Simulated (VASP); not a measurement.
# C (Fd-3m) in VASP: single point with PBE

Aim: the single point of C with PBE.

Program: VASP 6.6.1. These are calculated values, not measurements. Logs are shortened: lines on timing, memory, paths and dates and some standing lists are left out, and cuts for length are marked.

### Step 1. The cell of the first run

The structure is cubic, space group Fd-3m (No. 227). The conventional cell has a = 3.572 Å, b = 3.572 Å, c = 3.572 Å, α = 90.00°, β = 90.00°, γ = 90.00°. C (site symmetry -43m) has 4 C at 1.55 Å within 2.1 Å.

### Step 2. Single point, PBE

INCAR

```
SYSTEM = C
  PREC = Accurate
  ENCUT = 600
  EDIFF = 1E-6
  ISMEAR = 0
  SIGMA = 0.02
  LREAL = .FALSE.
  LASPH = .TRUE.
  NELM = 120
  ALGO = Normal
  ISIF = 2
  LWAVE = .FALSE.
  LCHARG = .FALSE.
  GGA = PE
  NBANDS = 11
  GGA_COMPAT = .FALSE.
```

KPOINTS

```
Automatic mesh
0
G
  12 12 12
  0 0 0
```

POSCAR

```
C
1.0
    0.0000000000      1.7858130186      1.7858130186
    1.7858130186      0.0000000000      1.7858130186
    1.7858130186      1.7858130186      0.0000000000
C
2
Direct
    0.0000000000      0.0000000000      0.0000000000
    0.2500000000      0.2500000000      0.2500000000
```

Potentials or basis: VASP PAW PBE potentials, release 64 (C).

Started as:

```sh
cat potpaw_PBE.64/C/POTCAR > POTCAR
mpirun -np 1 vasp_std > vasp.out
```

OUTCAR:

```text
SYSTEM = C
   PREC = Accurate
   ENCUT = 600
   EDIFF = 1E-6
   ISMEAR = 0
   LREAL = .FALSE.
   LASPH = .TRUE.
   NELM = 120
   ISIF = 2
   GGA = PE

 ion  position               nearest neighbor table
   1  0.000  0.000  0.000-   2 1.55   2 1.55   2 1.55   2 1.55
   2  0.250  0.250  0.250-   1 1.55   1 1.55   1 1.55   1 1.55

  LATTYP: Found a face centered cubic cell.
 ALAT       =     3.5716260372

  Lattice vectors:

 A1 = (   0.0000000000,   1.7858130186,   1.7858130186)
 A2 = (   1.7858130186,   0.0000000000,   1.7858130186)
 A3 = (   1.7858130186,   1.7858130186,   0.0000000000)

Analysis of symmetry for initial positions (statically):
=====================================================================
 Subroutine PRICEL returns:
 Original cell was already a primitive cell.

 Routine SETGRP: Setting up the symmetry group for a
 face centered cubic supercell.

 Subroutine GETGRP returns: Found 48 space group operations
 (whereof 24 operations were pure point group operations)
 out of a pool of 48 trial point group operations.

The static configuration has the point symmetry T_d .
 The point group associated with its full space group is O_h .

Analysis of symmetry for dynamics (positions and initial velocities):
=====================================================================
 Subroutine PRICEL returns:
 Original cell was already a primitive cell.

 Routine SETGRP: Setting up the symmetry group for a
 face centered cubic supercell.

 Subroutine GETGRP returns: Found 48 space group operations
 (whereof 24 operations were pure point group operations)
 out of a pool of 48 trial point group operations.

The dynamic configuration has the point symmetry T_d .
 The point group associated with its full space group is O_h .

 Subroutine INISYM returns: Found 48 space group operations
 (whereof 24 operations are pure point group operations),
 and found     1 'primitive' translations

----------------------------------------------------------------------------------------

                                     Primitive cell

  volume of cell :      11.3904

  direct lattice vectors                    reciprocal lattice vectors
     0.000000000  1.785813019  1.785813019    -0.279984520  0.279984520  0.279984520
     1.785813019  0.000000000  1.785813019     0.279984520 -0.279984520  0.279984520
     1.785813019  1.785813019  0.000000000     0.279984520  0.279984520 -0.279984520

  length of vectors
     2.525520991  2.525520991  2.525520991     0.484947413  0.484947413  0.484947413

  position of ions in fractional coordinates (direct lattice)
     0.000000000  0.000000000  0.000000000
     0.250000000  0.250000000  0.250000000

  ion indices of the primitive-cell ions
   primitive index   ion index
                 1           1
                 2           2

----------------------------------------------------------------------------------------

 KPOINTS: Automatic mesh

Automatic generation of k-mesh.
 Grid dimensions read from file:
 generate k-points for:   12   12   12

 Generating k-lattice:

  Cartesian coordinates                     Fractional coordinates (reciprocal lattice)
    -0.023332043  0.023332043  0.023332043     0.083333333  0.000000000  0.000000000
     0.023332043 -0.023332043  0.023332043     0.000000000  0.083333333  0.000000000
     0.023332043  0.023332043 -0.023332043     0.000000000  0.000000000  0.083333333

  Length of vectors
     0.040412284  0.040412284  0.040412284

  Shift w.r.t. Gamma in fractional coordinates (k-lattice)
     0.000000000  0.000000000  0.000000000

 Subroutine IBZKPT returns following result:
 ===========================================

 Found     72 irreducible k-points:

 Following reciprocal coordinates:
            Coordinates               Weight
  0.000000  0.000000  0.000000      1.000000
  0.083333  0.000000  0.000000      8.000000
  0.166667  0.000000  0.000000      8.000000
  0.250000  0.000000  0.000000      8.000000
  0.333333  0.000000  0.000000      8.000000
  0.416667  0.000000  0.000000      8.000000
[... 16 lines left out ...]
  0.500000  0.166667  0.000000     24.000000
 -0.416667  0.166667  0.000000     24.000000
 [... further k-points ...]
   k-points           NKPTS =     72   k-points in BZ     NKDIM =     72   number of bands    NBANDS=     11
   number of dos      NEDOS =    301   number of ions     NIONS =      2
   total plane-waves  NPLWV =   8000
   dimension x,y,z NGX =    20 NGY =   20 NGZ =   20
   dimension x,y,z NGXF=    40 NGYF=   40 NGZF=   40
   ions per type =               2
   NGX,Y,Z   is equivalent  to a cutoff of  13.17, 13.17, 13.17 a.u.
   NGXF,Y,Z  is equivalent  to a cutoff of  26.33, 26.33, 26.33 a.u.
 SYSTEM =  C
   PREC   = accura    normal or accurate (medium, high low for compatibility)
   ISTART =      0    job   : 0-new  1-cont  2-samecut
   ICHARG =      2    charge: 1-file 2-atom 10-const
   ISPIN  =      1    spin polarized calculation?
   LNONCOLLINEAR =      F non collinear calculations
   LSORBIT =      F    spin-orbit coupling
   LASPH  =      T    aspherical Exc in radial PAW
   ENCUT  =  600.0 eV  44.10 Ry    6.64 a.u.   5.04  5.04  5.04*2*pi/ulx,y,z
   NELM   =    120;   NELMIN=  2; NELMDL= -5     # of ELM steps
   EDIFF  = 0.1E-05   stopping-criterion for ELM
   LREAL  =      F    real-space projection
   EDIFFG = 0.1E-04   stopping-criterion for IOM
   NSW    =      0    number of steps for IOM
   IBRION =     -1    ionic relax: 0-MD 1-quasi-New 2-CG
   NFREE  =      0    steps in history (QN), initial steepest desc. (CG)
   ISIF   =      2    stress and relaxation
   ISYM   =      2    0-nonsym 1-usesym 2-fastsym
   POTIM  = 0.5000    time-step for ionic-motion
   TEBEG  =    0.0;   TEEND  =   0.0 temperature during run
   PSTRESS=    0.0 pullay stress
   NELECT =       8.0000    total number of electrons
   NUPDOWN=      -1.0000    fix difference up-down
   EMIN   =  10.00;   EMAX   =-10.00  energy-range for DOS
   EFERMI =   0.00;   METHOD = LEGACY
   ISMEAR =     0;   SIGMA  =   0.02  broadening in eV -4-tet -1-fermi 0-gaus
   EFERMI_NEDOS =   21; number of points for ismear=-14 and -15
   IALGO  =     38    algorithm
   IMIX   =      4    mixing-type and parameters
     AMIX     =   0.40;   BMIX     =  1.00
     AMIX_MAG =   1.60;   BMIX_MAG =  1.00
  volume/ion in A,a.u.               =       5.70        38.43
  Fermi-wavevector in a.u.,A,eV,Ry     =   1.455209  2.749947 28.812168  2.117635
  Thomas-Fermi vector in A             =   2.572271
   LORBIT       =      0    0 simple, 1 ext, 2 COOP (PROOUT), +10 PAW based schemes
   GGA     = PE    functional components
   LHFCALC =     F    Hartree Fock is set to
   AEXX    =    0.0000 exact exchange contribution
   IVDW    =     0    specifies the selected vdW correction
   LEPSILON=     F    determine dielectric tensor
   LRPA    =     F    only Hartree local field effects (RPA)
 non-spin polarized calculation
 Gauss-broadening in eV      SIGMA  =   0.02
  energy-cutoff  :      600.00
  volume of cell :       11.39
 maximum number of plane-waves:       392
   NGX =  9   NGY =  9   NGZ =  9

 number of electron       7.9999999 magnetization

 Free energy of the ion-electron system (eV)
  ---------------------------------------------------
  ext. energy  EPLUGINS =         0.00000000
  ---------------------------------------------------
  free energy    TOTEN  =       -18.19049240 eV

  energy without entropy =      -18.19049240  energy(sigma->0) =      -18.19049240

 E-fermi :   9.7724     XC(G=0): -13.2301

 val. band max:        9.6691915940   @ k =   0.0000   0.0000   0.0000
 cond. band min:      13.8133497750   @ k =   0.3333   0.3333   0.0000
 fundamental gap:      4.1441581809
 Fermi energy:         9.7724279027

 k-point     1 :       0.0000    0.0000    0.0000
  band No.  band energies     occupation
      1     -11.7521      2.00000
      2       9.6692      2.00000
      3       9.6692      2.00000
      4       9.6692      2.00000
      5      15.2481      0.00000
      6      15.2481      0.00000
      7      15.2481      0.00000
      8      22.9065      0.00000
      9      28.9118      0.00000
     10      36.1603      0.00000
     11      36.1603      0.00000

 k-point     2 :       0.0833    0.0000    0.0000
  band No.  band energies     occupation
      1     -11.5606      2.00000
      2       8.4471      2.00000
      3       9.3479      2.00000
      4       9.3479      2.00000
      5      15.6689      0.00000
      6      15.6689      0.00000
      7      15.9577      0.00000
      8      23.0741      0.00000
      9      29.2313      0.00000
     10      34.0425      0.00000
     11      34.0425      0.00000

 k-point     3 :       0.1667    0.0000    0.0000
  band No.  band energies     occupation
      1     -10.9876      2.00000
      2       5.9245      2.00000
      3       8.6504      2.00000
      4       8.6504      2.00000
      5      16.5841      0.00000
      6      16.5841      0.00000
      7      17.0365      0.00000
      8      23.5576      0.00000
      9      29.8998      0.00000
     10      32.4512      0.00000
     11      32.4512      0.00000

 k-point     4 :       0.2500    0.0000    0.0000
  band No.  band energies     occupation
      1     -10.0423      2.00000
      2       3.0973      2.00000
      3       7.9305      2.00000
      4       7.9305      2.00000
      5      17.4387      0.00000
      6      17.4387      0.00000
      7      17.7760      0.00000
      8      24.2369      0.00000
      9      30.3262      0.00000
     10      32.0337      0.00000
     11      32.0337      0.00000
[... 239 lines left out ...]
 k-point    22 :       0.4167    0.1667    0.0000
  band No.  band energies     occupation
      1      -7.5937      2.00000
      2      -0.0764      2.00000
      3       5.4114      2.00000
      4       5.6324      2.00000
      5      16.3305      0.00000
      6      20.6286      0.00000
      7      20.7305      0.00000
      8      22.3219      0.00000
      9      30.6890      0.00000
     10      32.0483      0.00000
     11      37.0160      0.00000

 k-point    23 :       0.5000    0.1667    0.0000
  band No.  band energies     occupation
      1      -6.0195      2.00000
      2      -2.3065      2.00000
      3       4.6967      2.00000
      4       5.7191      2.00000
      5      16.7521      0.00000
      6      20.3607      0.00000
      7      20.8427      0.00000
      8      23.9136      0.00000
      9      29.7573      0.00000
     10      33.4053      0.00000
     11      36.2022      0.00000

 k-point    24 :      -0.4167    0.1667    0.0000
  band No.  band energies     occupation
      1      -5.5930      2.00000
      2      -2.8188      2.00000
      3       4.2124      2.00000
      4       6.0957      2.00000
      5      17.1879      0.00000
      6      19.8726      0.00000
      7      20.8207      0.00000
      8      25.0580      0.00000
      9      29.0670      0.00000
     10      33.8099      0.00000
     11      34.1576      0.00000

 [... further k-points ...]
[... 5 lines left out ...]
  --------------------------------------------------------------------------------------
  -------------------------------------------------------------------------------------
  Total       -0.0016048     -0.0016048     -0.0016048     -0.0000000     -0.0000000      0.0000000
  in kB       -0.2257361     -0.2257361     -0.2257361     -0.0000000     -0.0000000      0.0000000
  external PRESSURE =      -0.2257361 kB  Pullay stress =       0.0000000 kB

 VOLUME and BASIS-vectors are now :
 -----------------------------------------------------------------------------
  energy-cutoff  :      600.00
  volume of cell :       11.39
      direct lattice vectors                 reciprocal lattice vectors
     0.000000000  1.785813019  1.785813019    -0.279984520  0.279984520  0.279984520
     1.785813019  0.000000000  1.785813019     0.279984520 -0.279984520  0.279984520
     1.785813019  1.785813019  0.000000000     0.279984520  0.279984520 -0.279984520

 POSITION                                       TOTAL-FORCE (eV/Angst)
 -----------------------------------------------------------------------------------
      0.00000      0.00000      0.00000        -0.000000     -0.000000     -0.000000
      0.89291      0.89291      0.89291         0.000000      0.000000      0.000000
 -----------------------------------------------------------------------------------
    total drift:                                0.000000      0.000000      0.000000

  FREE ENERGIE OF THE ION-ELECTRON SYSTEM (eV)
  ---------------------------------------------------
  free  energy   TOTEN  =       -18.1904924005 eV

  energy  without entropy=      -18.1904924005  energy(sigma->0) =      -18.19049240
```

Wall time 8.1 s (1 thread of Intel Xeon Platinum 8259CL at 2.50GHz (Skylake/Cascade Lake), shared host); peak memory 0.12 GiB.

Results:

* Free energy: -18.1905 eV
* Pressure: 0.0 GPa
* Band gap on the k mesh: 4.14 eV, indirect (least direct gap 5.58 eV)

A k mesh can miss the band edges. Expect the measured gap to be larger: semilocal functionals such as PBE lack the derivative discontinuity.
